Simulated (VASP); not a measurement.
# InAs (F-43m) in VASP: further runs

Runs on InAs. Level: PBE. Tasks: single point.

All numbers are computed with VASP 6.6.1; they aren't measurements. Logs are shortened: lines on timing, memory, paths and dates and some standing lists are left out, and cuts for length are marked.

## Step 1: The cell of the first run

Symmetry: F-43m, No. 216, cubic system. Conventional cell: a = 5.797 Å, b = 5.797 Å, c = 5.797 Å, α = 90.00°, β = 90.00°, γ = 90.00°. Within 3.3 Å of In (site symmetry -43m) lie 4 As at 2.51 Å. As (site symmetry -43m) has 4 In at 2.51 Å within 3.3 Å.

## Step 2: Single point, PBE

The input, INCAR:

```
PREC = Accurate ; ENCUT = 520
EDIFF = 1E-6 ; ISMEAR = 0
SIGMA = 0.1 ; LREAL = False
LASPH = True ; NELM = 60
ALGO = Normal ; ISIF = 2
LWAVE = False ; LCHARG = False
GGA = PE ; NBANDS = 16
```

The input, KPOINTS:

```
regular mesh
0
Gamma
  12 12 12
```

The input, POSCAR:

```
InAs
1.0
    0.0000000000      2.8986121272      2.8986121272
    2.8986121272      0.0000000000      2.8986121272
    2.8986121272      2.8986121272      0.0000000000
In As
1 1
Direct
    0.7500000000      0.7500000000      0.7500000000
    0.0000000000      0.0000000000      0.0000000000
```

Potentials or basis: VASP PAW PBE potentials, release 64 (In_d, As).

Launch:

```console
cat potpaw_PBE.64/In_d/POTCAR potpaw_PBE.64/As/POTCAR > POTCAR
mpirun -np 1 vasp_std > vasp.out
```

OUTCAR:

```text
PREC = Accurate
   ENCUT = 520
   EDIFF = 1E-6
   ISMEAR = 0
   LREAL = False
   LASPH = True
   NELM = 60
   ISIF = 2
   GGA = PE

 ion  position               nearest neighbor table
   1  0.750  0.750  0.750-   2 2.51   2 2.51   2 2.51   2 2.51
   2  0.000  0.000  0.000-   1 2.51   1 2.51   1 2.51   1 2.51

  LATTYP: Found a face centered cubic cell.
 ALAT       =     5.7972242544

  Lattice vectors:

 A1 = (   0.0000000000,   2.8986121272,   2.8986121272)
 A2 = (   2.8986121272,   0.0000000000,   2.8986121272)
 A3 = (   2.8986121272,   2.8986121272,   0.0000000000)

Analysis of symmetry for initial positions (statically):
=====================================================================
 Subroutine PRICEL returns:
 Original cell was already a primitive cell.

 Routine SETGRP: Setting up the symmetry group for a
 face centered cubic supercell.

 Subroutine GETGRP returns: Found 24 space group operations
 (whereof 24 operations were pure point group operations)
 out of a pool of 48 trial point group operations.

The static configuration has the point symmetry T_d .

Analysis of symmetry for dynamics (positions and initial velocities):
=====================================================================
 Subroutine PRICEL returns:
 Original cell was already a primitive cell.

 Routine SETGRP: Setting up the symmetry group for a
 face centered cubic supercell.

 Subroutine GETGRP returns: Found 24 space group operations
 (whereof 24 operations were pure point group operations)
 out of a pool of 48 trial point group operations.

The dynamic configuration has the point symmetry T_d .

 Subroutine INISYM returns: Found 24 space group operations
 (whereof 24 operations are pure point group operations),
 and found     1 'primitive' translations

----------------------------------------------------------------------------------------

                                     Primitive cell

  volume of cell :      48.7080

  direct lattice vectors                    reciprocal lattice vectors
     0.000000000  2.898612127  2.898612127    -0.172496346  0.172496346  0.172496346
     2.898612127  0.000000000  2.898612127     0.172496346 -0.172496346  0.172496346
     2.898612127  2.898612127  0.000000000     0.172496346  0.172496346 -0.172496346

  length of vectors
     4.099256582  4.099256582  4.099256582     0.298772435  0.298772435  0.298772435

  position of ions in fractional coordinates (direct lattice)
     0.750000000  0.750000000  0.750000000
     0.000000000  0.000000000  0.000000000

  ion indices of the primitive-cell ions
   primitive index   ion index
                 1           1
                 2           2

----------------------------------------------------------------------------------------

 KPOINTS: regular mesh

Automatic generation of k-mesh.
 Grid dimensions read from file:
 generate k-points for:   12   12   12

 Generating k-lattice:

  Cartesian coordinates                     Fractional coordinates (reciprocal lattice)
    -0.014374695  0.014374695  0.014374695     0.083333333  0.000000000  0.000000000
     0.014374695 -0.014374695  0.014374695     0.000000000  0.083333333  0.000000000
     0.014374695  0.014374695 -0.014374695     0.000000000  0.000000000  0.083333333

  Length of vectors
     0.024897703  0.024897703  0.024897703

  Shift w.r.t. Gamma in fractional coordinates (k-lattice)
     0.000000000  0.000000000  0.000000000

 Subroutine IBZKPT returns following result:
 ===========================================

 Found     72 irreducible k-points:

 Following reciprocal coordinates:
            Coordinates               Weight
  0.000000  0.000000  0.000000      1.000000
  0.083333  0.000000  0.000000      8.000000
  0.166667  0.000000  0.000000      8.000000
  0.250000  0.000000  0.000000      8.000000
  0.333333  0.000000  0.000000      8.000000
  0.416667  0.000000  0.000000      8.000000
[... 16 lines left out ...]
  0.500000  0.166667  0.000000     24.000000
 -0.416667  0.166667  0.000000     24.000000
 [... further k-points ...]
   k-points           NKPTS =     72   k-points in BZ     NKDIM =     72   number of bands    NBANDS=     16
   number of dos      NEDOS =    301   number of ions     NIONS =      2
   total plane-waves  NPLWV =  27000
   dimension x,y,z NGX =    30 NGY =   30 NGZ =   30
   dimension x,y,z NGXF=    60 NGYF=   60 NGZF=   60
   ions per type =               1   1
   NGX,Y,Z   is equivalent  to a cutoff of  12.17, 12.17, 12.17 a.u.
   NGXF,Y,Z  is equivalent  to a cutoff of  24.33, 24.33, 24.33 a.u.
 SYSTEM =  unknown system
   PREC   = accura    normal or accurate (medium, high low for compatibility)
   ISTART =      0    job   : 0-new  1-cont  2-samecut
   ICHARG =      2    charge: 1-file 2-atom 10-const
   ISPIN  =      1    spin polarized calculation?
   LNONCOLLINEAR =      F non collinear calculations
   LSORBIT =      F    spin-orbit coupling
   LASPH  =      T    aspherical Exc in radial PAW
   ENCUT  =  520.0 eV  38.22 Ry    6.18 a.u.   7.62  7.62  7.62*2*pi/ulx,y,z
   NELM   =     60;   NELMIN=  2; NELMDL= -5     # of ELM steps
   EDIFF  = 0.1E-05   stopping-criterion for ELM
   LREAL  =      F    real-space projection
   EDIFFG = 0.1E-04   stopping-criterion for IOM
   NSW    =      0    number of steps for IOM
   IBRION =     -1    ionic relax: 0-MD 1-quasi-New 2-CG
   NFREE  =      0    steps in history (QN), initial steepest desc. (CG)
   ISIF   =      2    stress and relaxation
   ISYM   =      2    0-nonsym 1-usesym 2-fastsym
   POTIM  = 0.5000    time-step for ionic-motion
   TEBEG  =    0.0;   TEEND  =   0.0 temperature during run
   PSTRESS=    0.0 pullay stress
   NELECT =      18.0000    total number of electrons
   NUPDOWN=      -1.0000    fix difference up-down
   EMIN   =  10.00;   EMAX   =-10.00  energy-range for DOS
   EFERMI =   0.00;   METHOD = LEGACY
   ISMEAR =     0;   SIGMA  =   0.10  broadening in eV -4-tet -1-fermi 0-gaus
   EFERMI_NEDOS =   21; number of points for ismear=-14 and -15
   IALGO  =     38    algorithm
   IMIX   =      4    mixing-type and parameters
     AMIX     =   0.40;   BMIX     =  1.00
     AMIX_MAG =   1.60;   BMIX_MAG =  1.00
  volume/ion in A,a.u.               =      24.35       164.35
  Fermi-wavevector in a.u.,A,eV,Ry     =   1.174804  2.220058 18.778290  1.380165
  Thomas-Fermi vector in A             =   2.311195
   LORBIT       =      0    0 simple, 1 ext, 2 COOP (PROOUT), +10 PAW based schemes
   GGA     = PE    functional components
   LHFCALC =     F    Hartree Fock is set to
   AEXX    =    0.0000 exact exchange contribution
   IVDW    =     0    specifies the selected vdW correction
   LEPSILON=     F    determine dielectric tensor
   LRPA    =     F    only Hartree local field effects (RPA)
 non-spin polarized calculation
 Gauss-broadening in eV      SIGMA  =   0.10
  energy-cutoff  :      520.00
  volume of cell :       48.71
 maximum number of plane-waves:      1363
   NGX = 15   NGY = 15   NGZ = 15

 number of electron      18.0000009 magnetization

 Free energy of the ion-electron system (eV)
  ---------------------------------------------------
  ext. energy  EPLUGINS =         0.00000000
  ---------------------------------------------------
  free energy    TOTEN  =        -7.30477873 eV

  energy without entropy =       -7.30477812  energy(sigma->0) =       -7.30477842

 E-fermi :   6.1340     XC(G=0):  -9.6609

 val. band max:        5.8946181399   @ k =   0.0000   0.0000   0.0000
 cond. band min:       6.3510622817   @ k =   0.0000   0.0000   0.0000
 fundamental gap:      0.4564441418
 Fermi energy:         6.1340128495

 k-point     1 :       0.0000    0.0000    0.0000
  band No.  band energies     occupation
      1      -8.8272      2.00000
      2      -8.8272      2.00000
      3      -8.8272      2.00000
      4      -8.6384      2.00000
      5      -8.6384      2.00000
      6      -6.8729      2.00000
[... 8 lines left out ...]
     15      15.9022      0.00000
     16      15.9022      0.00000

 k-point     2 :       0.0833    0.0000    0.0000
  band No.  band energies     occupation
      1      -8.8442      2.00000
      2      -8.8230      2.00000
      3      -8.8230      2.00000
      4      -8.6386      2.00000
      5      -8.6386      2.00000
      6      -6.7808      2.00000
[... 8 lines left out ...]
     15      15.1978      0.00000
     16      15.1978      0.00000

 k-point     3 :       0.1667    0.0000    0.0000
  band No.  band energies     occupation
      1      -8.8871      2.00000
      2      -8.8121      2.00000
      3      -8.8121      2.00000
      4      -8.6386      2.00000
      5      -8.6386      2.00000
      6      -6.5160      2.00000
[... 8 lines left out ...]
     15      14.6354      0.00000
     16      14.8060      0.00000

 k-point     4 :       0.2500    0.0000    0.0000
  band No.  band energies     occupation
      1      -8.9394      2.00000
      2      -8.7987      2.00000
      3      -8.7987      2.00000
      4      -8.6369      2.00000
      5      -8.6369      2.00000
      6      -6.1105      2.00000
[... 8 lines left out ...]
     15      14.6202      0.00000
     16      14.6202      0.00000
[... 324 lines left out ...]
 k-point    22 :       0.4167    0.1667    0.0000
  band No.  band energies     occupation
      1      -9.0237      2.00000
      2      -8.7703      2.00000
      3      -8.7604      2.00000
      4      -8.6546      2.00000
      5      -8.6207      2.00000
      6      -5.2137      2.00000
[... 8 lines left out ...]
     15      16.5029      0.00000
     16      17.1021      0.00000

 k-point    23 :       0.5000    0.1667    0.0000
  band No.  band energies     occupation
      1      -9.0398      2.00000
      2      -8.7688      2.00000
      3      -8.7576      2.00000
      4      -8.6464      2.00000
      5      -8.6227      2.00000
      6      -4.8396      2.00000
[... 8 lines left out ...]
     15      16.8959      0.00000
     16      17.2218      0.00000

 k-point    24 :      -0.4167    0.1667    0.0000
  band No.  band energies     occupation
      1      -9.0398      2.00000
      2      -8.7695      2.00000
      3      -8.7598      2.00000
      4      -8.6383      2.00000
      5      -8.6293      2.00000
      6      -4.7775      2.00000
[... 8 lines left out ...]
     15      15.9462      0.00000
     16      16.4553      0.00000

 [... further k-points ...]

------------------------ aborting loop because EDIFF is reached ----------------------------------------

  FORCE on cell =-STRESS in cart. coord.  units (eV):
  Direction    XX          YY          ZZ          XY          YZ          ZX
  --------------------------------------------------------------------------------------
  -------------------------------------------------------------------------------------
  Total        4.5932175      4.5932175      4.5932175      0.0000000      0.0000000      0.0000000
  in kB      151.0870659    151.0870659    151.0870659      0.0000000      0.0000000      0.0000000
  external PRESSURE =     151.0870659 kB  Pullay stress =       0.0000000 kB

 VOLUME and BASIS-vectors are now :
 -----------------------------------------------------------------------------
  energy-cutoff  :      520.00
  volume of cell :       48.71
      direct lattice vectors                 reciprocal lattice vectors
     0.000000000  2.898612127  2.898612127    -0.172496346  0.172496346  0.172496346
     2.898612127  0.000000000  2.898612127     0.172496346 -0.172496346  0.172496346
     2.898612127  2.898612127  0.000000000     0.172496346  0.172496346 -0.172496346

 POSITION                                       TOTAL-FORCE (eV/Angst)
 -----------------------------------------------------------------------------------
      4.34792      4.34792      4.34792         0.000000      0.000000      0.000000
      0.00000      0.00000      0.00000        -0.000000     -0.000000     -0.000000
 -----------------------------------------------------------------------------------
    total drift:                                0.000000      0.000000      0.000000

  FREE ENERGIE OF THE ION-ELECTRON SYSTEM (eV)
  ---------------------------------------------------
  free  energy   TOTEN  =        -7.3047787317 eV

  energy  without entropy=       -7.3047781175  energy(sigma->0) =       -7.30477842
```

Run time: 23 s. Hardware: 1 thread of Intel Xeon 6975P-C (Granite Rapids), shared host; peak memory 0.2 GiB.

Results:

* Free energy: -7.3048 eV
* Pressure: 15.1 GPa
* Band gap on the k mesh: 0.46 eV, direct

Levels at points of the mesh, in eV from the valence-band top:
```tsv
k point	band 5	band 6	band 7	band 8	band 9	band 10	band 11	band 12	band 13	band 14
(0.00, 0.00, 0.00)	-14.53	-12.77	0.00	0.00	0.00	0.46	3.94	3.94	3.94	7.97
(0.50, 0.00, 0.00)	-14.52	-10.86	-6.48	-1.19	-1.19	1.24	4.72	4.72	6.94	9.74
(0.50, 0.50, 0.00)	-14.50	-10.17	-6.44	-2.79	-2.79	1.31	2.03	10.05	10.17	10.17
```

Caveat: spin-orbit coupling is left out, which moves the levels of the heavy elements.

## Step 3: Single point, PBE

This run uses another cell than the first one, of 26.17 Å³/atom, 1.074 times its volume.

The input, INCAR:

```
  ALGO = Normal
  EDIFF = 1E-7
  ENCUT = 520
  GGA = PE
  ISIF = 2
  ISMEAR = 0
  LASPH = True
  LCHARG = True
  LELF = True
  LREAL = False
  LVHAR = True
  LWAVE = False
  NBANDS = 16
  NELM = 60
  PREC = Accurate
  SIGMA = 0.1
```

The input, KPOINTS:

```
k-points
0
Gamma
  12 12 12
```

The input, POSCAR:

```
InAs
1.0
    0.0000000000      2.9688610681      2.9688610681
    2.9688610681      0.0000000000      2.9688610681
    2.9688610681      2.9688610681      0.0000000000
In As
1 1
Direct
    0.7500000000      0.7500000000      0.7500000000
    0.0000000000      0.0000000000      0.0000000000
```

Potentials or basis: VASP PAW PBE potentials, release 64 (In_d, As).

Launch:

```console
cat potpaw_PBE.64/In_d/POTCAR potpaw_PBE.64/As/POTCAR > POTCAR
mpirun -np 1 vasp_std > vasp.out
```

OUTCAR:

```text
EDIFF = 1E-7
   ENCUT = 520
   GGA = PE
   ISIF = 2
   ISMEAR = 0
   LASPH = True
   LREAL = False
   NELM = 60
   PREC = Accurate

 ion  position               nearest neighbor table
   1  0.750  0.750  0.750-   2 2.57   2 2.57   2 2.57   2 2.57
   2  0.000  0.000  0.000-   1 2.57   1 2.57   1 2.57   1 2.57

  LATTYP: Found a face centered cubic cell.
 ALAT       =     5.9377221362

  Lattice vectors:

 A1 = (   0.0000000000,   2.9688610681,   2.9688610681)
 A2 = (   2.9688610681,   0.0000000000,   2.9688610681)
 A3 = (   2.9688610681,   2.9688610681,   0.0000000000)

Analysis of symmetry for initial positions (statically):
=====================================================================
 Subroutine PRICEL returns:
 Original cell was already a primitive cell.

 Routine SETGRP: Setting up the symmetry group for a
 face centered cubic supercell.

 Subroutine GETGRP returns: Found 24 space group operations
 (whereof 24 operations were pure point group operations)
 out of a pool of 48 trial point group operations.

The static configuration has the point symmetry T_d .

Analysis of symmetry for dynamics (positions and initial velocities):
=====================================================================
 Subroutine PRICEL returns:
 Original cell was already a primitive cell.

 Routine SETGRP: Setting up the symmetry group for a
 face centered cubic supercell.

 Subroutine GETGRP returns: Found 24 space group operations
 (whereof 24 operations were pure point group operations)
 out of a pool of 48 trial point group operations.

The dynamic configuration has the point symmetry T_d .

 Subroutine INISYM returns: Found 24 space group operations
 (whereof 24 operations are pure point group operations),
 and found     1 'primitive' translations

[... 106 lines left out ...]
   NUPDOWN=      -1.0000    fix difference up-down
   EMIN   =  10.00;   EMAX   =-10.00  energy-range for DOS
   EFERMI =   0.00;   METHOD = LEGACY
   ISMEAR =     0;   SIGMA  =   0.10  broadening in eV -4-tet -1-fermi 0-gaus
   EFERMI_NEDOS =   21; number of points for ismear=-14 and -15
   IALGO  =     38    algorithm
   IMIX   =      4    mixing-type and parameters
     AMIX     =   0.40;   BMIX     =  1.00
     AMIX_MAG =   1.60;   BMIX_MAG =  1.00
  volume/ion in A,a.u.               =      26.17       176.59
  Fermi-wavevector in a.u.,A,eV,Ry     =   1.147006  2.167528 17.900143  1.315623
  Thomas-Fermi vector in A             =   2.283688
   LORBIT       =      0    0 simple, 1 ext, 2 COOP (PROOUT), +10 PAW based schemes
   GGA     = PE    functional components
   LHFCALC =     F    Hartree Fock is set to
   AEXX    =    0.0000 exact exchange contribution
   IVDW    =     0    specifies the selected vdW correction
   LEPSILON=     F    determine dielectric tensor
   LRPA    =     F    only Hartree local field effects (RPA)
 non-spin polarized calculation
 Gauss-broadening in eV      SIGMA  =   0.10
  energy-cutoff  :      520.00
  volume of cell :       52.34
 maximum number of plane-waves:      1424
   NGX = 15   NGY = 15   NGZ = 15

 number of electron      18.0000007 magnetization

 Free energy of the ion-electron system (eV)
  ---------------------------------------------------
  ext. energy  EPLUGINS =         0.00000000
  ---------------------------------------------------
  free energy    TOTEN  =        -7.56344699 eV

  energy without entropy =       -7.56333753  energy(sigma->0) =       -7.56339226

 E-fermi :   5.1637     XC(G=0):  -9.3355

 val. band max:        5.0809013480   @ k =   0.0000   0.0000   0.0000
 cond. band min:       5.1677941049   @ k =   0.0000   0.0000   0.0000
 fundamental gap:      0.0868927569
 Fermi energy:         5.1636544620

 k-point     1 :       0.0000    0.0000    0.0000
  band No.  band energies     occupation
      1      -9.4354      2.00000
      2      -9.4354      2.00000
      3      -9.4354      2.00000
      4      -9.2849      2.00000
      5      -9.2849      2.00000
      6      -7.1506      2.00000
[... 433 lines left out ...]
      3      -9.3825      2.00000
      4      -9.2844      2.00000
      5      -9.2776      2.00000
      6      -5.3368      2.00000
[... 8 lines left out ...]
     15      14.9316      0.00000
     16      15.4048      0.00000

 [... further k-points ...]
[... 5 lines left out ...]
  --------------------------------------------------------------------------------------
  -------------------------------------------------------------------------------------
  Total        2.6419205      2.6419205      2.6419205      0.0000000      0.0000000      0.0000000
  in kB       80.8780552     80.8780552     80.8780552      0.0000000      0.0000000      0.0000000
  external PRESSURE =      80.8780552 kB  Pullay stress =       0.0000000 kB

 VOLUME and BASIS-vectors are now :
 -----------------------------------------------------------------------------
  energy-cutoff  :      520.00
  volume of cell :       52.34
      direct lattice vectors                 reciprocal lattice vectors
     0.000000000  2.968861068  2.968861068    -0.168414752  0.168414752  0.168414752
     2.968861068  0.000000000  2.968861068     0.168414752 -0.168414752  0.168414752
     2.968861068  2.968861068  0.000000000     0.168414752  0.168414752 -0.168414752

 POSITION                                       TOTAL-FORCE (eV/Angst)
 -----------------------------------------------------------------------------------
      4.45329      4.45329      4.45329         0.000000      0.000000      0.000000
      0.00000      0.00000      0.00000        -0.000000     -0.000000     -0.000000
 -----------------------------------------------------------------------------------
    total drift:                               -0.000000     -0.000000     -0.000000

  FREE ENERGIE OF THE ION-ELECTRON SYSTEM (eV)
  ---------------------------------------------------
  free  energy   TOTEN  =        -7.5634469924 eV

  energy  without entropy=       -7.5633375295  energy(sigma->0) =       -7.56339226
```

stdout:

```text
POSCAR found type information on POSCAR InAs
 POSCAR found :  2 types and       2 ions
 scaLAPACK will be used
 LDA part: xc-table for (Slater+PW92), standard interpolation
 POSCAR, INCAR and KPOINTS ok, starting setup
 FFT: planning ... GRIDC
 FFT: planning ... GRID_SOFT
 FFT: planning ... GRID
 WAVECAR not read
 entering main loop
```

It took 19 s on 1 thread of Intel Xeon 6975P-C (Granite Rapids), shared host; peak memory 0.21 GiB.

Results:

* Free energy: -7.5634 eV
* Pressure: 8.1 GPa
* Band gap on the k mesh: 0.09 eV, direct

Caveat: spin-orbit coupling is left out, which moves the levels of the heavy elements.

[end of part 1 of 2]
